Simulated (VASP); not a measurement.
Crystal: Ba2Os.

```
CELL_PARAMETERS angstrom
0.00000 4.15764 0.00000
4.15764 0.00000 0.00000
2.07882 2.07882 -7.39656
ATOMIC_POSITIONS crystal
Os 0.00000 0.00000 0.00000
Ba 0.37000 0.37000 0.26000
Ba 0.63000 0.63000 0.74000
```

| Item | Value |
| --- | --- |
| Program | VASP 6.6.1 |
| Task | relaxation of cell and atoms |
| Functional | PBEsol |
| Potentials or basis | VASP PAW PBE potentials, release 64 (Os_sv_GW, Ba_sv) |
| Cutoff | 560 eV |
| k mesh | 5 × 5 × 5 |
| Occupations | methfessel-paxton, width 0.05 eV |
| Spin | collinear spin |
| Starting moments | [-1.0, -2.0, 4.0] μB |

At the start: pressure -6.7 GPa; volume 42.62 Å³/atom.

Task: How do energy, volume and symmetry change on relaxing?

Result: Over 8 steps the energy falls by 306.3 meV/atom and the volume is 32.03 Å³/atom (-24.8 %); space group I4/mmm (No. 139, to 0.1 Å) before and after; moment 0.00 μB per cell.

The path:
| step | energy change (eV) | largest force (eV/Å) | pressure (GPa) | volume (Å³) |
| --- | --- | --- | --- | --- |
| 1 | 0.0000 | 1.2322 | -6.67 | 127.86 |
| 2 | -0.8968 | 0.2495 | -0.20 | 97.75 |
| 3 | -0.8969 | 0.2584 | -0.17 | 97.66 |
| 4 | -0.9141 | 0.1117 | -0.08 | 96.80 |
| 5 | -0.9188 | 0.0116 | 0.00 | 96.05 |
| 6 | -0.9188 | 0.0170 | 0.01 | 96.02 |
| 7 | -0.9188 | 0.0146 | 0.02 | 96.04 |
| 8 | -0.9189 | 0.0066 | 0.04 | 96.10 |

Final structure:
```yaml
crystal:
  lattice:
    - [0.00000, 3.72127, 0.00000]
    - [3.72127, 0.00000, 0.00000]
    - [1.86063, 1.86063, -6.93937]
  atoms:
    - { symbol: Os, position: [0.00000, 0.00000, 0.00000] }
    - { symbol: Ba, position: [0.37265, 0.37265, 0.25471] }
    - { symbol: Ba, position: [0.62735, 0.62735, 0.74529] }
```

Caveat: the volume moved by over 15 % at a fixed basis, so the end points are rough; the PAW data sets were made with another functional, which shifts forces and pressure a little.
